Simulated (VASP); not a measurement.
# MoS2 (P1) in VASP: further runs

Runs on MoS2. Level: PBE. Tasks: single point.

Everything below comes from runs of VASP 6.6.1. Logs are shortened: lines on timing, memory, paths and dates and some standing lists are left out, and cuts for length are marked.

## (1) The cell of the first run

The typed cell holds 3 atoms: a = 6.460 Å, b = 6.460 Å, c = 6.460 Å, α = 28.46°, β = 28.46°, γ = 28.46°.

## (2) Single point, PBE

Input file INCAR:

```
  PREC = Accurate
  ENCUT = 520
  EDIFF = 1E-7
  ISMEAR = -1
  SIGMA = 0.02
  LREAL = False
  LASPH = True
  NELM = 60
  ALGO = Normal
  ISIF = 2
  LWAVE = False
  LCHARG = False
  GGA = PE
  NBANDS = 20
```

Input file KPOINTS:

```
regular mesh
0
Gamma
  6 6 6
```

Input file POSCAR:

```
MoS2
1.0
    1.5875903435      0.9165957122      6.1939280070
   -1.5875903435      0.9165957122      6.1939280070
    0.0000000000     -1.8331914244      6.1939280070
Mo S
1 2
Direct
   -0.0016079909      0.0045869322      0.0008528759
    0.2563415845      0.2278317109      0.2703477443
    0.4127733624      0.4280795779      0.4061126349
```

Potentials or basis: VASP PAW PBE potentials, release 64 (Mo_sv, S).

Launch:

```
$ cat potpaw_PBE.64/Mo_sv/POTCAR potpaw_PBE.64/S/POTCAR > POTCAR
$ mpirun -np 1 vasp_std > vasp.out
```

OUTCAR:

```text
PREC = Accurate
   ENCUT = 520
   EDIFF = 1E-7
   ISMEAR = -1
   LREAL = False
   LASPH = True
   NELM = 60
   ISIF = 2
   GGA = PE

 ion  position               nearest neighbor table
   1  0.998  0.005  0.001-   3 2.35   2 2.36   3 2.37   2 2.38   3 2.39   2 2.45
   2  0.256  0.228  0.270-   1 2.36   1 2.38   1 2.45
   3  0.413  0.428  0.406-   1 2.35   1 2.37   1 2.39

  LATTYP: Found a trigonal (rhomboedric) cell.
 ALAT       =     6.4595150711
 COS(alpha) =     0.8791888381

  Lattice vectors:

 A1 = (   1.5875903435,   0.9165957122,   6.1939280070)
 A2 = (  -1.5875903435,   0.9165957122,   6.1939280070)
 A3 = (   0.0000000000,  -1.8331914244,   6.1939280070)

Analysis of symmetry for initial positions (statically):
=====================================================================
 Subroutine PRICEL returns:
 Original cell was already a primitive cell.

 Routine SETGRP: Setting up the symmetry group for a
 trigonal (rhombohedral) supercell.

 Subroutine GETGRP returns: Found  1 space group operations
 (whereof  1 operations were pure point group operations)
 out of a pool of 12 trial point group operations.

The static configuration has the point symmetry C_1 .

Analysis of symmetry for dynamics (positions and initial velocities):
=====================================================================
 Subroutine PRICEL returns:
 Original cell was already a primitive cell.

 Routine SETGRP: Setting up the symmetry group for a
 trigonal (rhombohedral) supercell.

 Subroutine GETGRP returns: Found  1 space group operations
 (whereof  1 operations were pure point group operations)
 out of a pool of 12 trial point group operations.

The dynamic configuration has the point symmetry C_1 .

 Subroutine INISYM returns: Found  1 space group operations
 (whereof  1 operations are pure point group operations),
 and found     1 'primitive' translations

----------------------------------------------------------------------------------------

                                     Primitive cell

  volume of cell :      54.0796

  direct lattice vectors                    reciprocal lattice vectors
     1.587590344  0.916595712  6.193928007     0.314942707  0.181832257  0.053816146
    -1.587590344  0.916595712  6.193928007    -0.314942707  0.181832257  0.053816146
[... 83 lines left out ...]
   LSORBIT =      F    spin-orbit coupling
   LASPH  =      T    aspherical Exc in radial PAW
   ENCUT  =  520.0 eV  38.22 Ry    6.18 a.u.  12.01 12.01 12.01*2*pi/ulx,y,z
   NELM   =     60;   NELMIN=  2; NELMDL= -5     # of ELM steps
   EDIFF  = 0.1E-06   stopping-criterion for ELM
   LREAL  =      F    real-space projection
   EDIFFG = 0.1E-05   stopping-criterion for IOM
   NSW    =      0    number of steps for IOM
   IBRION =     -1    ionic relax: 0-MD 1-quasi-New 2-CG
   NFREE  =      0    steps in history (QN), initial steepest desc. (CG)
   ISIF   =      2    stress and relaxation
   ISYM   =      2    0-nonsym 1-usesym 2-fastsym
   POTIM  = 0.5000    time-step for ionic-motion
   TEBEG  =    0.0;   TEEND  =   0.0 temperature during run
   PSTRESS=    0.0 pullay stress
   NELECT =      26.0000    total number of electrons
   NUPDOWN=      -1.0000    fix difference up-down
   EMIN   =  10.00;   EMAX   =-10.00  energy-range for DOS
   EFERMI =   0.00;   METHOD = LEGACY
   ISMEAR =    -1;   SIGMA  =   0.02  broadening in eV -4-tet -1-fermi 0-gaus
   EFERMI_NEDOS =   21; number of points for ismear=-14 and -15
   IALGO  =     38    algorithm
   IMIX   =      4    mixing-type and parameters
     AMIX     =   0.40;   BMIX     =  1.00
     AMIX_MAG =   1.60;   BMIX_MAG =  1.00
  volume/ion in A,a.u.               =      18.03       121.65
  Fermi-wavevector in a.u.,A,eV,Ry     =   1.282492  2.423559 22.378674  1.644786
  Thomas-Fermi vector in A             =   2.414800
   LORBIT       =      0    0 simple, 1 ext, 2 COOP (PROOUT), +10 PAW based schemes
   GGA     = PE    functional components
   LHFCALC =     F    Hartree Fock is set to
   AEXX    =    0.0000 exact exchange contribution
   IVDW    =     0    specifies the selected vdW correction
   LEPSILON=     F    determine dielectric tensor
   LRPA    =     F    only Hartree local field effects (RPA)
 non-spin polarized calculation
  energy-cutoff  :      520.00
  volume of cell :       54.08
 maximum number of plane-waves:      1469
   NGX = 23   NGY = 23   NGZ = 23

 number of electron      26.0000002 magnetization

 Free energy of the ion-electron system (eV)
  ---------------------------------------------------
  ext. energy  EPLUGINS =         0.00000000
  ---------------------------------------------------
  free energy    TOTEN  =       -21.75135596 eV

  energy without entropy =      -21.75135596  energy(sigma->0) =      -21.75135596

 E-fermi :   7.8515     XC(G=0): -10.7076

 val. band max:        7.4843734665   @ k =   0.5000   0.5000   0.5000
 cond. band min:       8.2842359144   @ k =   0.1667  -0.1667   0.5000
 fundamental gap:      0.7998624479
 Fermi energy:         7.8514863109

 k-point     1 :       0.0000    0.0000    0.0000
  band No.  band energies     occupation
      1     -54.1308      2.00000
      2     -28.2935      2.00000
      3     -28.0859      2.00000
      4     -28.0804      2.00000
      5      -7.6453      2.00000
      6      -5.9245      2.00000
[... 541 lines left out ...]
     19      15.5151      0.00000
     20      15.9441      0.00000

 [... further k-points ...]

------------------------ aborting loop because EDIFF is reached ----------------------------------------

  FORCE on cell =-STRESS in cart. coord.  units (eV):
  Direction    XX          YY          ZZ          XY          YZ          ZX
  --------------------------------------------------------------------------------------
  -------------------------------------------------------------------------------------
  Total        1.2187316      1.3420788      2.9154453      0.1192236     -1.1406486      0.9528993
  in kB       36.1064651     39.7607841     86.3737574      3.5321502    -33.7931580     28.2308477
  external PRESSURE =      54.0803356 kB  Pullay stress =       0.0000000 kB

 VOLUME and BASIS-vectors are now :
 -----------------------------------------------------------------------------
  energy-cutoff  :      520.00
  volume of cell :       54.08
      direct lattice vectors                 reciprocal lattice vectors
     1.587590344  0.916595712  6.193928007     0.314942707  0.181832257  0.053816146
    -1.587590344  0.916595712  6.193928007    -0.314942707  0.181832257  0.053816146
     0.000000000 -1.833191424  6.193928007     0.000000000 -0.363664513  0.053816146

 POSITION                                       TOTAL-FORCE (eV/Angst)
 -----------------------------------------------------------------------------------
      1.57776      0.91776      6.21766         0.360188     -0.269421     -0.570630
      0.04526     -0.05181      4.67345        -0.503583      0.519885     -0.458487
     -0.02430      0.02624      7.72361         0.143396     -0.250465      1.029117
 -----------------------------------------------------------------------------------
    total drift:                                0.000010     -0.000000      0.000103

  FREE ENERGIE OF THE ION-ELECTRON SYSTEM (eV)
  ---------------------------------------------------
  free  energy   TOTEN  =       -21.7513559630 eV

  energy  without entropy=      -21.7513559629  energy(sigma->0) =      -21.75135596
```

OSZICAR:

```text
N       E                     dE             d eps       ncg     rms          rms(c)
DAV:   1     0.182502114610E+03    0.18250E+03   -0.13467E+04  4512   0.123E+03
DAV:   2    -0.157698784089E+02   -0.19827E+03   -0.19297E+03  5524   0.316E+02
DAV:   3    -0.231193383513E+02   -0.73495E+01   -0.72844E+01  5588   0.567E+01
DAV:   4    -0.232026938480E+02   -0.83355E-01   -0.83313E-01  5548   0.645E+00
DAV:   5    -0.232039710049E+02   -0.12772E-02   -0.12771E-02  5648   0.773E-01    0.253E+01
DAV:   6    -0.220945425015E+02    0.11094E+01   -0.10257E+01  4812   0.195E+01    0.915E+00
DAV:   7    -0.218450399814E+02    0.24950E+00   -0.34906E+00  4588   0.110E+01    0.614E+00
DAV:   8    -0.217510791844E+02    0.93961E-01   -0.49409E-01  5000   0.435E+00    0.174E+00
DAV:   9    -0.217522930351E+02   -0.12139E-02   -0.19081E-02  5240   0.878E-01    0.600E-01
DAV:  10    -0.217513118758E+02    0.98116E-03   -0.71164E-03  4968   0.561E-01    0.118E-01
DAV:  11    -0.217513567638E+02   -0.44888E-04   -0.54328E-04  5288   0.161E-01    0.813E-02
DAV:  12    -0.217513407034E+02    0.16060E-04   -0.51807E-05  5172   0.417E-02    0.240E-02
DAV:  13    -0.217513558623E+02   -0.15159E-04   -0.22637E-05  4796   0.272E-02    0.131E-02
DAV:  14    -0.217513558377E+02    0.24596E-07   -0.14551E-06  5896   0.751E-03    0.611E-03
DAV:  15    -0.217513559719E+02   -0.13425E-06   -0.44244E-07  4924   0.392E-03    0.218E-03
DAV:  16    -0.217513559630E+02    0.89685E-08   -0.19365E-08  3508   0.969E-04
   1 F= -.21751356E+02 E0= -.21751356E+02  d E =-.578736E-10
```

stdout:

```text
POSCAR found type information on POSCAR MoS
 POSCAR found :  2 types and       3 ions
 scaLAPACK will be used
 LDA part: xc-table for (Slater+PW92), standard interpolation
 POSCAR, INCAR and KPOINTS ok, starting setup
 FFT: planning ... GRIDC
 FFT: planning ... GRID_SOFT
 FFT: planning ... GRID
 WAVECAR not read
 entering main loop
```

Run time: 3.4 min. Hardware: 1 thread of Intel Xeon 6975P-C (Granite Rapids), shared host; peak memory 0.36 GiB.

Results:

```
Free energy            : -21.7514 eV
Pressure               : 5.4 GPa
Largest force          : 1.069 eV/Å
Band gap on the k mesh : 0.80 eV (least direct gap 1.62 eV)
```

Forces in eV/Å, atoms in the order of the input:
```
Mo   0.360 -0.269 -0.571
S   -0.504  0.520 -0.458
S    0.143 -0.250  1.029
```

Stress tensor (GPa, compression positive):
```
 3.61  0.35  2.82
 0.35  3.98 -3.38
 2.82 -3.38  8.64
```

Caveat: the cell stands under pressure; the atoms stand as in a frame of molecular dynamics; forces of over 1 eV/Å act on the atoms, so gaps and moduli don't describe the material at rest.

## (3) Single point, PBE

Input file INCAR:

```
SYSTEM = MoS2
  PREC = Accurate
  ENCUT = 520
  EDIFF = 1E-6
  ISMEAR = -1
  SIGMA = 0.02
  LREAL = .False.
  LASPH = .True.
  NELM = 80
  ALGO = Normal
  ISIF = 2
  LWAVE = .False.
  LCHARG = .False.
  GGA = PE
  NBANDS = 20
```

Input file KPOINTS:

```
Automatic mesh
0
Gamma
  6 6 6
  0 0 0
```

Input file POSCAR:

```
MoS2
1.0
    1.5875903435      0.9165957122      6.1939280070
   -1.5875903435      0.9165957122      6.1939280070
    0.0000000000     -1.8331914244      6.1939280070
Mo S
1 2
Direct
    0.0009636566      0.0064682253      0.0031458968
    0.2534360919      0.2439645049      0.2586387041
    0.4086082592      0.4334666870      0.4262475127
```

Potentials or basis: VASP PAW PBE potentials, release 64 (Mo_sv, S).

Launch:

```
$ cat potpaw_PBE.64/Mo_sv/POTCAR potpaw_PBE.64/S/POTCAR > POTCAR
$ mpirun -np 1 vasp_std > vasp.out
```

Run time: 2.7 min. Hardware: 1 thread of Intel Xeon 6975P-C (Granite Rapids), shared host; peak memory 0.36 GiB.

It converged, with:

```
Free energy            : -21.7902 eV
Pressure               : -0.6 GPa
Largest force          : 0.676 eV/Å
Band gap on the k mesh : 0.92 eV (least direct gap 1.73 eV)
```

Forces on the atoms (eV/Å):
```
Mo  -0.058 -0.272  0.262
S   -0.203  0.179  0.355
S    0.261  0.093 -0.617
```

Stress tensor (GPa, compression positive):
```
-0.15 -0.05  2.07
-0.05  0.32 -0.37
 2.07 -0.37 -1.98
```

Levels at points of the mesh, in eV from the valence-band top:
```csv
k point,band 9,band 10,band 11,band 12,band 13,band 14,band 15,band 16,band 17,band 18
"(0.00, 0.00, 0.00)",-3.05,-2.08,-1.95,-1.21,-1.09,2.00,2.15,2.39,2.46,5.61
"(0.50, 0.00, 0.00)",-4.81,-3.73,-2.25,-1.43,-1.31,1.72,2.07,3.36,3.52,5.26
"(0.00, 0.50, 0.00)",-4.79,-3.72,-2.33,-1.44,-1.30,1.72,2.08,3.33,3.49,5.43
"(0.00, 0.00, 0.50)",-4.77,-3.68,-2.32,-1.40,-1.37,1.70,2.07,3.37,3.54,5.36
"(0.50, 0.50, 0.00)",-4.47,-3.60,-2.90,-1.61,-1.19,1.66,2.20,3.07,3.79,6.12
"(0.50, 0.00, 0.50)",-4.51,-3.64,-2.83,-1.62,-1.16,1.67,2.20,3.04,3.83,6.00
"(0.00, 0.50, 0.50)",-4.49,-3.64,-2.88,-1.63,-1.14,1.68,2.20,2.97,3.83,6.11
"(0.50, 0.50, 0.50)",-3.09,-3.07,-2.05,-1.92,0.00,2.10,2.23,2.25,2.34,5.78
```

Caveat: the atoms stand as in a frame of molecular dynamics. A hybrid or GW would open this gap; PBE tends to underestimate it.

## (4) Single point, PBE

Input file INCAR:

```
  PREC = Accurate
  ENCUT = 520
  EDIFF = 1E-6
  ISMEAR = -1
  SIGMA = 0.02
  LREAL = F
  LASPH = T
  NELM = 60
  ALGO = Normal
  ISIF = 2
  LWAVE = F
  LCHARG = F
  GGA = PE
  NBANDS = 20
```

Input file KPOINTS:

```
Automatic mesh
0
Gamma
  6 6 6
```

Input file POSCAR:

```
MoS2
1.0
    1.5875903435      0.9165957122      6.1939280070
   -1.5875903435      0.9165957122      6.1939280070
    0.0000000000     -1.8331914244      6.1939280070
Mo S
1 2
Direct
    0.0103480921      0.0065183888      0.0002851552
    0.2613109551      0.2631269147      0.2403041477
    0.4261610053      0.4129844324      0.4398395603
```

Launch:

```
$ cat potpaw_PBE.64/Mo_sv/POTCAR potpaw_PBE.64/S/POTCAR > POTCAR
$ mpirun -np 1 vasp_std > vasp.out
```

It took 3.2 min on 1 thread of Intel Xeon 6975P-C (Granite Rapids), shared host; peak memory 0.37 GiB.

The run converged. Its results:

```yaml
Free_energy: -21.7668 eV
Pressure: -1.0 GPa
Largest_force: 1.058 eV/Å
Band_gap_on_the_k_mesh: 0.91 eV (least direct gap 1.74 eV)
```

Forces on the atoms (eV/Å):
```
Mo   0.029 -0.221  0.765
S    0.083 -0.220  0.190
S   -0.112  0.441 -0.955
```

Stress tensor (GPa, compression positive):
```
-0.23  0.01 -0.88
 0.01 -0.03  2.97
-0.88  2.97 -2.81
```

Levels at points of the mesh, in eV from the valence-band top:
```
           k point  band 9  band 10  band 11  band 12  band 13  band 14  band 15  band 16  band 17  band 18
(0.00, 0.00, 0.00)   -3.02    -2.04    -1.91    -1.30    -1.00     1.97     2.14     2.39     2.50     5.62
(0.50, 0.00, 0.00)   -4.77    -3.68    -2.27    -1.41    -1.31     1.73     2.07     3.33     3.50     5.29
(0.00, 0.50, 0.00)   -4.78    -3.69    -2.23    -1.41    -1.32     1.73     2.07     3.34     3.50     5.23
(0.00, 0.00, 0.50)   -4.73    -3.67    -2.40    -1.37    -1.33     1.71     2.08     3.36     3.45     5.49
(0.50, 0.50, 0.00)   -4.47    -3.58    -2.87    -1.58    -1.17     1.67     2.19     3.13     3.79     6.02
(0.50, 0.00, 0.50)   -4.46    -3.61    -2.91    -1.60    -1.13     1.68     2.19     2.97     3.81     6.15
(0.00, 0.50, 0.50)   -4.47    -3.60    -2.89    -1.60    -1.13     1.68     2.19     3.01     3.79     6.11
(0.50, 0.50, 0.50)   -3.07    -3.02    -2.00    -1.88     0.00     2.06     2.22     2.28     2.37     5.81
```

Caveat: the atoms stand as in a frame of molecular dynamics; forces of over 1 eV/Å act on the atoms, so gaps and moduli don't describe the material at rest. A hybrid or GW would open this gap; PBE tends to underestimate it.

## (5) Summary

```tsv
cell	gap on the mesh (eV)	pressure (GPa)	largest force (eV/Å)
as given, atomic positions A	0.80	5.4	1.07
as given, atomic positions B	0.92	-0.6	0.68
as given, atomic positions C	0.91	-1.0	1.06
```

Alike in all rows: task single point; level PBE; potentials or basis VASP PAW PBE potentials, release 64 (Mo_sv, S); no spin polarisation; k mesh 6 × 6 × 6; cutoff (eV) 520; smearing fermi-dirac 0.02 eV.

Caveats: the atoms stand as in a frame of molecular dynamics; forces of over 1 eV/Å act on the atoms, so gaps and moduli don't describe the material at rest (at least some runs); the cell stands under pressure (at least some runs).

Total energies depend on the potentials used, so only differences within one code and one set of settings carry meaning.
